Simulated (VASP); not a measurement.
# PbS (I4/mmm) in VASP: a series of runs

The runs below take PbS through single point, with PBE+D3(BJ).

All numbers are computed with VASP 6.6.1; they aren't measurements. Logs are shortened: lines on timing, memory, paths and dates and some standing lists are left out, and cuts for length are marked.

**1. The cell of the first run**

The structure is tetragonal, space group I4/mmm (No. 139). The conventional cell has a = 4.193 Å, b = 4.193 Å, c = 5.811 Å, α = 90.00°, β = 90.00°, γ = 90.00°. Pb (site symmetry 4/mmm) has 6 S at 2.91 to 2.96 Å within 3.8 Å. S (site symmetry 4/mmm) has 6 Pb at 2.91 to 2.96 Å within 3.8 Å.

**2. Single point, PBE+D3(BJ) (strain -0.0200 x Voigt [0, 1, 0, 0, 0, 0])**

The input, INCAR:

```
  PREC = Accurate
  ENCUT = 520
  EDIFF = 1E-7
  ISMEAR = 0
  SIGMA = 0.03
  LREAL = False
  LASPH = True
  NELM = 100
  ALGO = Normal
  ISIF = 2
  LWAVE = False
  LCHARG = False
  GGA = PE
  IVDW = 12
  NBANDS = 17
```

The input, KPOINTS:

```
Automatic mesh
0
Gamma
  10 10 10
```

The input, POSCAR:

```
PbS
1.0
    0.0000000000      2.9057000000      2.9650000000
    2.9650000000      0.0000000000      2.9650000000
    2.9650000000      2.9057000000      0.0000000000
Pb S
1 1
Direct
    0.0000000000      0.0000000000      0.0000000000
    0.5000000000      0.5000000000      0.5000000000
```

Potentials or basis: VASP PAW PBE potentials, release 64 (Pb_d, S).

Launch:

```
> cat potpaw_PBE.64/Pb_d/POTCAR potpaw_PBE.64/S/POTCAR > POTCAR
> mpirun -np 1 vasp_std > vasp.out
```

OUTCAR:

```text
PREC = Accurate
   ENCUT = 520
   EDIFF = 1E-7
   ISMEAR = 0
   LREAL = False
   LASPH = True
   NELM = 100
   ISIF = 2
   GGA = PE
   IVDW = 12
 IVDW          = 12

 ion  position               nearest neighbor table
   1  0.000  0.000  0.000-   2 2.91   2 2.91   2 2.96   2 2.96   2 2.96   2 2.96
   2  0.500  0.500  0.500-   1 2.91   1 2.91   1 2.96   1 2.96   1 2.96   1 2.96

  LATTYP: Found a body centered tetragonal cell.
 ALAT       =     4.1931432124
 C/A-ratio  =     1.3859292911

  Lattice vectors:

 A1 = (   0.0000000000,  -2.9057000000,   2.9650000000)
 A2 = (   0.0000000000,  -2.9057000000,  -2.9650000000)
 A3 = (   2.9650000000,   2.9057000000,   0.0000000000)

Analysis of symmetry for initial positions (statically):
=====================================================================
 Subroutine PRICEL returns:
 Original cell was already a primitive cell.

 Routine SETGRP: Setting up the symmetry group for a
 body centered tetragonal supercell.

 Subroutine GETGRP returns: Found 16 space group operations
 (whereof 16 operations were pure point group operations)
 out of a pool of 16 trial point group operations.

The static configuration has the point symmetry D_4h.

Analysis of symmetry for dynamics (positions and initial velocities):
=====================================================================
 Subroutine PRICEL returns:
 Original cell was already a primitive cell.

 Routine SETGRP: Setting up the symmetry group for a
 body centered tetragonal supercell.

 Subroutine GETGRP returns: Found 16 space group operations
 (whereof 16 operations were pure point group operations)
 out of a pool of 16 trial point group operations.

The dynamic configuration has the point symmetry D_4h.

 Subroutine INISYM returns: Found 16 space group operations
 (whereof 16 operations are pure point group operations),
 and found     1 'primitive' translations

----------------------------------------------------------------------------------------

                                     Primitive cell

  volume of cell :      51.0893

  direct lattice vectors                    reciprocal lattice vectors
     0.000000000  2.905700000  2.965000000    -0.168634064  0.172075576  0.168634064
     2.965000000  0.000000000  2.965000000     0.168634064 -0.172075576  0.168634064
     2.965000000  2.905700000  0.000000000     0.168634064  0.172075576 -0.168634064

  length of vectors
     4.151423550  4.193143212  4.151423550     0.294083150  0.294083150  0.294083150

  position of ions in fractional coordinates (direct lattice)
     0.000000000  0.000000000  0.000000000
     0.500000000  0.500000000  0.500000000

  ion indices of the primitive-cell ions
   primitive index   ion index
                 1           1
                 2           2

----------------------------------------------------------------------------------------

 KPOINTS: Automatic mesh

Automatic generation of k-mesh.
 Grid dimensions read from file:
 generate k-points for:   10   10   10

 Generating k-lattice:

  Cartesian coordinates                     Fractional coordinates (reciprocal lattice)
    -0.016863406  0.017207558  0.016863406     0.100000000  0.000000000 -0.000000000
     0.016863406 -0.017207558  0.016863406     0.000000000  0.100000000  0.000000000
     0.016863406  0.017207558 -0.016863406    -0.000000000  0.000000000  0.100000000

  Length of vectors
     0.029408315  0.029408315  0.029408315

  Shift w.r.t. Gamma in fractional coordinates (k-lattice)
     0.000000000  0.000000000  0.000000000

 Subroutine IBZKPT returns following result:
 ===========================================

 Found    102 irreducible k-points:

 Following reciprocal coordinates:
            Coordinates               Weight
  0.000000  0.000000  0.000000      1.000000
  0.100000  0.000000 -0.000000      8.000000
  0.200000  0.000000 -0.000000      8.000000
  0.300000  0.000000 -0.000000      8.000000
  0.400000  0.000000 -0.000000      8.000000
  0.500000  0.000000 -0.000000      4.000000
[... 16 lines left out ...]
  0.300000  0.300000  0.000000      4.000000
  0.400000  0.300000  0.000000     16.000000
 [... further k-points ...]
   k-points           NKPTS =    102   k-points in BZ     NKDIM =    102   number of bands    NBANDS=     17
   number of dos      NEDOS =    301   number of ions     NIONS =      2
   total plane-waves  NPLWV =  32768
   dimension x,y,z NGX =    32 NGY =   32 NGZ =   32
   dimension x,y,z NGXF=    64 NGYF=   64 NGZF=   64
   ions per type =               1   1
   NGX,Y,Z   is equivalent  to a cutoff of  12.81, 12.69, 12.81 a.u.
   NGXF,Y,Z  is equivalent  to a cutoff of  25.63, 25.37, 25.63 a.u.
 SYSTEM =  unknown system
   PREC   = accura    normal or accurate (medium, high low for compatibility)
   ISTART =      0    job   : 0-new  1-cont  2-samecut
   ICHARG =      2    charge: 1-file 2-atom 10-const
   ISPIN  =      1    spin polarized calculation?
   LNONCOLLINEAR =      F non collinear calculations
   LSORBIT =      F    spin-orbit coupling
   LASPH  =      T    aspherical Exc in radial PAW
   ENCUT  =  520.0 eV  38.22 Ry    6.18 a.u.   7.72  7.80  7.72*2*pi/ulx,y,z
   NELM   =    100;   NELMIN=  2; NELMDL= -5     # of ELM steps
   EDIFF  = 0.1E-06   stopping-criterion for ELM
   LREAL  =      F    real-space projection
   EDIFFG = 0.1E-05   stopping-criterion for IOM
   NSW    =      0    number of steps for IOM
   IBRION =     -1    ionic relax: 0-MD 1-quasi-New 2-CG
   NFREE  =      0    steps in history (QN), initial steepest desc. (CG)
   ISIF   =      2    stress and relaxation
   ISYM   =      2    0-nonsym 1-usesym 2-fastsym
   POTIM  = 0.5000    time-step for ionic-motion
   TEBEG  =    0.0;   TEEND  =   0.0 temperature during run
   PSTRESS=    0.0 pullay stress
   NELECT =      20.0000    total number of electrons
   NUPDOWN=      -1.0000    fix difference up-down
   EMIN   =  10.00;   EMAX   =-10.00  energy-range for DOS
   EFERMI =   0.00;   METHOD = LEGACY
   ISMEAR =     0;   SIGMA  =   0.03  broadening in eV -4-tet -1-fermi 0-gaus
   EFERMI_NEDOS =   21; number of points for ismear=-14 and -15
   IALGO  =     38    algorithm
   IMIX   =      4    mixing-type and parameters
     AMIX     =   0.40;   BMIX     =  1.00
     AMIX_MAG =   1.60;   BMIX_MAG =  1.00
  volume/ion in A,a.u.               =      25.54       172.38
  Fermi-wavevector in a.u.,A,eV,Ry     =   1.197590  2.263117 19.513768  1.434221
  Thomas-Fermi vector in A             =   2.333501
   LORBIT       =      0    0 simple, 1 ext, 2 COOP (PROOUT), +10 PAW based schemes
   GGA     = PE    functional components
   LHFCALC =     F    Hartree Fock is set to
   AEXX    =    0.0000 exact exchange contribution
   IVDW    =    12    specifies the selected vdW correction
   LEPSILON=     F    determine dielectric tensor
   LRPA    =     F    only Hartree local field effects (RPA)
 non-spin polarized calculation
 Gauss-broadening in eV      SIGMA  =   0.03
  energy-cutoff  :      520.00
  volume of cell :       51.09
 maximum number of plane-waves:      1395
   NGX = 15   NGY = 15   NGZ = 15

 number of electron      19.9999995 magnetization

 Free energy of the ion-electron system (eV)
  ---------------------------------------------------
  ext. energy  EPLUGINS =         0.00000000
  ---------------------------------------------------
  free energy    TOTEN  =        -8.72955243 eV

  energy without entropy =       -8.72955243  energy(sigma->0) =       -8.72955243

 E-fermi :   6.2820     XC(G=0):  -9.7805

 val. band max:        6.1372771406   @ k =   0.5000   0.0000  -0.0000
 cond. band min:       6.4095904061   @ k =   0.5000   0.0000  -0.0000
 fundamental gap:      0.2723132655
 Fermi energy:         6.2819712364

 k-point     1 :       0.0000    0.0000    0.0000
  band No.  band energies     occupation
      1     -10.7611      2.00000
      2     -10.7564      2.00000
      3     -10.7564      2.00000
      4     -10.7492      2.00000
      5     -10.7363      2.00000
      6      -7.6889      2.00000
[... 9 lines left out ...]
     16      12.8616      0.00000
     17      14.7000      0.00000

 k-point     2 :       0.1000    0.0000   -0.0000
  band No.  band energies     occupation
      1     -10.7596      2.00000
      2     -10.7553      2.00000
      3     -10.7547      2.00000
      4     -10.7483      2.00000
      5     -10.7379      2.00000
      6      -7.6003      2.00000
[... 9 lines left out ...]
     16      13.0757      0.00000
     17      15.5551      0.00000

 k-point     3 :       0.2000    0.0000   -0.0000
  band No.  band energies     occupation
      1     -10.7619      2.00000
      2     -10.7589      2.00000
      3     -10.7543      2.00000
      4     -10.7364      2.00000
      5     -10.7351      2.00000
      6      -7.3460      2.00000
[... 9 lines left out ...]
     16      13.6383      0.00000
     17      17.2358      0.00000

 k-point     4 :       0.3000    0.0000   -0.0000
  band No.  band energies     occupation
      1     -10.7715      2.00000
      2     -10.7651      2.00000
      3     -10.7556      2.00000
      4     -10.7231      2.00000
      5     -10.7204      2.00000
      6      -6.9689      2.00000
[... 9 lines left out ...]
     16      14.4852      0.00000
     17      18.5432      0.00000
[... 343 lines left out ...]
      1     -10.7770      2.00000
      2     -10.7592      2.00000
      3     -10.7538      2.00000
      4     -10.7338      2.00000
      5     -10.7181      2.00000
      6      -6.8254      2.00000
[... 9 lines left out ...]
     16      15.9277      0.00000
     17      16.3008      0.00000

 k-point    23 :       0.3000    0.3000    0.0000
  band No.  band energies     occupation
      1     -10.8405      2.00000
      2     -10.7740      2.00000
      3     -10.7228      2.00000
      4     -10.7218      2.00000
      5     -10.7113      2.00000
      6      -6.7066      2.00000
[... 9 lines left out ...]
     16      16.9520      0.00000
     17      16.9761      0.00000

 k-point    24 :       0.4000    0.3000    0.0000
  band No.  band energies     occupation
      1     -10.8622      2.00000
      2     -10.7739      2.00000
      3     -10.7257      2.00000
      4     -10.7139      2.00000
      5     -10.7010      2.00000
      6      -6.4034      2.00000
[... 9 lines left out ...]
     16      17.2342      0.00000
     17      17.6623      0.00000

 [... further k-points ...]

------------------------ aborting loop because EDIFF is reached ----------------------------------------

 Edisp (eV)   -0.70927

 E8    (eV) :    -0.3192

  FORCE on cell =-STRESS in cart. coord.  units (eV):
  Direction    XX          YY          ZZ          XY          YZ          ZX
  --------------------------------------------------------------------------------------
  -------------------------------------------------------------------------------------
  Total       0.10922     1.07127     0.10922     0.00000    -0.00000     0.00000
  in kB       3.42515    33.59521     3.42515     0.00000    -0.00000     0.00000
  external pressure =       13.48 kB  Pullay stress =        0.00 kB

 VOLUME and BASIS-vectors are now :
 -----------------------------------------------------------------------------
  energy-cutoff  :      520.00
  volume of cell :       51.09
      direct lattice vectors                 reciprocal lattice vectors
     0.000000000  2.905700000  2.965000000    -0.168634064  0.172075576  0.168634064
     2.965000000  0.000000000  2.965000000     0.168634064 -0.172075576  0.168634064
     2.965000000  2.905700000  0.000000000     0.168634064  0.172075576 -0.168634064

 POSITION                                       TOTAL-FORCE (eV/Angst)
 -----------------------------------------------------------------------------------
      0.00000      0.00000      0.00000         0.000000     -0.000000      0.000000
      2.96500      2.90570      2.96500        -0.000000      0.000000     -0.000000
 -----------------------------------------------------------------------------------
    total drift:                                0.000000     -0.000000     -0.000000

  FREE ENERGIE OF THE ION-ELECTRON SYSTEM (eV)
  ---------------------------------------------------
  free  energy   TOTEN  =        -9.4388184463 eV

  energy  without entropy=       -9.4388184463  energy(sigma->0) =       -9.43881845
```

Wall time 73 s (1 thread of Intel Xeon Platinum 8259CL at 2.50GHz (Skylake/Cascade Lake), shared host); peak memory 0.24 GiB.

What came out:

```yaml
Free_energy: -9.4388 eV
Pressure: 1.3 GPa
Band_gap_on_the_k_mesh: 0.27 eV, direct
Dispersion_energy_per_atom: -0.355 eV
```

Levels at points of the mesh, in eV from the valence-band top:
| k point | band 8 | band 9 | band 10 | band 11 | band 12 | band 13 |
| --- | --- | --- | --- | --- | --- | --- |
| (0.00, 0.00, 0.00) | -2.43 | -2.26 | -2.26 | 5.09 | 5.09 | 5.56 |
| (0.50, 0.00, 0.00) | -1.93 | -1.89 | 0.00 | 0.27 | 1.82 | 1.95 |
| (0.50, 0.50, 0.00) | -5.40 | -3.71 | -3.50 | 3.76 | 5.54 | 5.55 |
| (0.50, 0.00, 0.50) | -5.44 | -3.65 | -3.65 | 3.68 | 5.65 | 5.65 |

Caveat: the cell differs from its parent crystal (strain -0.0200 x Voigt [0, 1, 0, 0, 0, 0]); spin-orbit coupling is left out, which moves the levels of the heavy elements. A k mesh can miss the band edges.

**3. Single point, PBE+D3(BJ) (strain -0.0100 x Voigt [0, 1, 0, 0, 0, 0])**

Changes to INCAR since step 2:

```diff
@@ -7,3 +7,3 @@
   LASPH = True
-  NELM = 100
+  NELM = 60
   ALGO = Normal
```

The input, KPOINTS:

```
regular mesh
0
Gamma
  10 10 10
```

The input, POSCAR:

```
PbS
1.0
    0.0000000000      2.9353500000      2.9650000000
    2.9650000000      0.0000000000      2.9650000000
    2.9650000000      2.9353500000      0.0000000000
Pb S
1 1
Direct
    0.0000000000      0.0000000000      0.0000000000
    0.5000000000      0.5000000000      0.5000000000
```

Potentials or basis: VASP PAW PBE potentials, release 64 (Pb_d, S).

Launch:

```
> cat potpaw_PBE.64/Pb_d/POTCAR potpaw_PBE.64/S/POTCAR > POTCAR
> mpirun -np 1 vasp_std > vasp.out
```

It took 72 s on 1 thread of Intel Xeon Platinum 8259CL at 2.50GHz (Skylake/Cascade Lake), shared host; peak memory 0.24 GiB.

The run converged. Its results:

```
Free energy                : -9.4471 eV
Pressure                   : 0.7 GPa
Band gap on the k mesh     : 0.32 eV, direct
Dispersion energy per atom : -0.351 eV
```

Stress tensor (GPa, compression positive):
```
0.20 0.00 0.00
0.00 1.61 0.00
0.00 0.00 0.20
```

Levels at points of the mesh, in eV from the valence-band top:
```tsv
k point	band 6	band 7	band 8	band 9	band 10	band 11	band 12	band 13	band 14	band 15
(0.00, 0.00, 0.00)	-13.71	-6.03	-2.30	-2.22	-2.22	5.15	5.15	5.39	6.67	6.67
(0.50, 0.00, 0.00)	-12.44	-8.93	-1.85	-1.83	0.00	0.32	1.89	1.96	8.66	10.06
(0.50, 0.50, 0.00)	-12.01	-7.22	-5.30	-3.57	-3.47	3.81	5.56	5.62	5.84	11.16
(0.50, 0.00, 0.50)	-11.95	-7.27	-5.32	-3.54	-3.54	3.77	5.67	5.67	5.68	11.16
```

Caveat: the cell differs from its parent crystal (strain -0.0100 x Voigt [0, 1, 0, 0, 0, 0]); spin-orbit coupling is left out, which moves the levels of the heavy elements. A k mesh can miss the band edges.

[end of part 1 of 2]
